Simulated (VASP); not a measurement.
Set up this calculation in VASP 6.6.1, as the native input.

```yaml
Task: single point
Functional: PBE
Potentials_or_basis: VASP PAW PBE potentials, release 64 (Ag, Cl)
Cutoff: 520 eV
k_mesh: 6 × 6 × 4
Occupations: fermi-dirac, width 0.02 eV
Spin: no spin polarisation
Dipole_correction: no
Further_INCAR_settings: ALGO = Normal; EDIFF = 1e-06; NBANDS = 26
```

The structure of AgCl lies in POSCAR:

```
AgCl
1.0
    3.9648108957      0.0000000000      0.1971726034
    0.0000000000      3.9685907808      0.0000000000
   -0.2746624439      0.0000000000      5.6039155256
Ag Cl
2 2
Direct
    0.2503409232      0.2500000000      0.2503830932
    0.7496590768      0.7500000000      0.7496169068
    0.7499411137      0.7500000000      0.2497124028
    0.2500588863      0.2500000000      0.7502875972
```

One way to write it, as run:

INCAR

```
PREC = Accurate
ENCUT = 520
EDIFF = 1E-6
ISMEAR = -1
SIGMA = 0.02
LREAL = False
LASPH = True
NELM = 60
ALGO = Normal
ISIF = 2
LWAVE = False
LCHARG = True
GGA = PE
LELF = True
LVHAR = True
NBANDS = 26
```

KPOINTS

```
Automatic mesh
0
Gamma
  6 6 4
```

Potentials or basis: VASP PAW PBE potentials, release 64 (Ag, Cl).

Command:

```sh
$ cat potpaw_PBE.64/Ag/POTCAR potpaw_PBE.64/Cl/POTCAR > POTCAR
$ mpirun -np 1 vasp_std > vasp.out
```

It gave:

```json
{
 "Pressure": "-0.1 GPa",
 "Largest force": "0.003 eV/Å",
 "Band gap on the k mesh": "0.92 eV"
}
```

Wall time 77 s on 1 thread of AMD EPYC 9R45 (Zen 5), with other jobs on the host, peak memory 0.21 GiB.
